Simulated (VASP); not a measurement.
## Ga: single point with LDA

Crystal: Ga.

```
CELL_PARAMETERS angstrom
2.55752 0.00000 0.00000
-1.27876 2.21487 0.00000
0.00000 0.00000 4.21380
ATOMIC_POSITIONS crystal
Ga 0.33333 0.66667 0.25000
Ga 0.66667 0.33333 0.75000
```

This isn't the form of Ga at room conditions, which is orthorhombic.

```yaml
Program: VASP 6.6.1
Task: single point
Functional: LDA
Potentials_or_basis: VASP PAW LDA potentials, release 64 (Ga_d)
Cutoff: 520 eV
k_mesh: 17 × 17 × 9
Occupations: fermi-dirac, width 0.08 eV
Spin: no spin polarisation
Dipole_correction: no
Further_INCAR_settings: ALGO = Normal; EDIFF = 1e-06; NBANDS = 20
```

The pressure is 57.8 GPa and the band gap on the k mesh is zero (bands 13 and 14 overlap by 8.65 eV).

Levels at points of the mesh, in eV from the Fermi level:
| k point | band 10 | band 11 | band 12 | band 13 | band 14 | band 15 | band 16 | band 17 |
| --- | --- | --- | --- | --- | --- | --- | --- | --- |
| (0.00, 0.00, 0.00) | -15.39 | -15.39 | -6.87 | -5.68 | 14.01 | 14.01 | 16.33 | 16.33 |

Run time: 56 s on 1 thread of Intel(R) Xeon(R) Platinum 8259CL CPU @ 2.50GHz (Skylake/Cascade Lake), with other jobs on the host, peak memory 0.17 GiB.

Caveat: the cell stands under pressure.
